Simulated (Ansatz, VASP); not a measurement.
## One calculation of Pt, two programs

Contents of INCAR:

```
SYSTEM = Pt
PREC = Accurate
ENCUT = 520
EDIFF = 1E-7
ISMEAR = 0
SIGMA = 0.15
LREAL = .False.
LASPH = .True.
NELM = 100
ALGO = Fast
ISIF = 2
LWAVE = .False.
LCHARG = .False.
GGA = PS
NBANDS = 17
```

KPOINTS

```
Automatic mesh
0
Gamma
  24 24 14
  0 0 0
```

The input POSCAR:

```
Pt
1.0
    2.7251696203      0.0000000000      0.0000000000
   -1.3625848102      2.3600661208      0.0000000000
    0.0000000000      0.0000000000      4.4714653493
Pt
2
Direct
    0.6666666667      0.3333333333      0.7500000000
    0.3333333333      0.6666666667      0.2500000000
```

Input for Ansatz:

```yaml
crystal:
  lattice:
    - [2.7251696203, 0.0, 0.0]
    - [-1.3625848102, 2.3600661208, 0.0]
    - [0.0, 0.0, 4.4714653493]
  atoms:
    - { symbol: Pt, position: [0.6666666667, 0.3333333333, 0.75] }
    - { symbol: Pt, position: [0.3333333333, 0.6666666667, 0.25] }
basis:
  ecutwfc: 420
kpoints:
  mp_grid: { grid: [24, 24, 14] }
hamiltonian:
  xc: pbesol
scf:
  occupations: { method: gaussian, width: 0.15 }
output:
  forces: true
  stress: true
  eigenvalues: true
```

Change from the starting cell: strain +0.000 along x and y, -0.050 along z, atoms carried along.

Alike in both runs: task single point; functional PBEsol; k mesh 24 × 24 × 14; occupations gaussian, width 0.15 eV; no spin polarisation.

|  | VASP | Ansatz |
| --- | --- | --- |
| version | VASP 6.6.1 | Ansatz 0.2.0 |
| potentials or method | VASP PAW PBE potentials, release 64 (Pt), cutoff 520 eV | scalar-relativistic, plane waves, PAW |
| valence electrons in the cell | 20 | 36 |

|  | VASP | Ansatz | Ansatz less VASP |
| --- | --- | --- | --- |
| gap on the k mesh at the Fermi level (eV) | none | none | - |
| pressure (GPa) | 16.0 | 16.4 | +0.38 |
| traceless stress, the component that is largest in VASP (GPa) | 6.39 | 6.48 | +0.091 |

VASP's potentials were made for PBE, not for PBEsol. A gap of «none» marks a metal or a gap that the smearing closes. VASP's potentials hold 20 valence electrons a cell and Ansatz's 36, so a difference there can come from the potentials and not from the codes.

Neither program's run includes spin-orbit coupling.
